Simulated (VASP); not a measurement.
A run of VASP 6.6.1 is set up as follows.

The input INCAR:

```
SYSTEM = CuH3
ALGO     = Normal         ! electronic algorithm
EDIFF    = 1E-6           ! SCF threshold, eV
ENCUT    = 520            ! plane-wave cutoff, eV
GGA      = PE             ! functional
ISIF     = 2              ! what is computed and relaxed
ISMEAR   = 0              ! smearing method
LASPH    = .TRUE.         ! aspherical terms in the spheres
LCHARG   = .FALSE.        ! write CHGCAR
LREAL    = .FALSE.        ! projectors in reciprocal space
LWAVE    = .FALSE.        ! write WAVECAR
NBANDS   = 15             ! bands
NELM     = 80             ! most SCF steps
PREC     = Accurate       ! precision mode
SIGMA    = 0.1            ! smearing width, eV
```

KPOINTS

```
k-points
0
G
  6 6 6
  0 0 0
```

The input POSCAR:

```
CuH3
1.0
    2.7739070245      0.0000000000      0.0000000000
    0.0000000000      2.7739070245      0.0000000000
    0.0000000000      0.0000000000      2.7739070245
Cu H
1 3
Direct
    0.0000000000      0.0000000000      0.0000000000
    0.5000000000      0.5000000000      0.0000000000
    0.5000000000      0.0000000000      0.5000000000
    0.0000000000      0.5000000000      0.5000000000
```

Potentials or basis: VASP PAW PBE potentials, release 64 (Cu, H).

The run is started by

```console
$ cat potpaw_PBE.64/Cu/POTCAR potpaw_PBE.64/H/POTCAR > POTCAR
$ mpirun -np 1 vasp_std > vasp.out
```

Q: What does it give for the pressure?

A: 0.0 GPa.

Q: Estimate the band gap on the k mesh.

A: Zero (bands 7 and 8 overlap by 3.41 eV).

Caveat: the k points lie up to 0.38 Å⁻¹ apart, too coarse for converged energies and pressures of a metal.
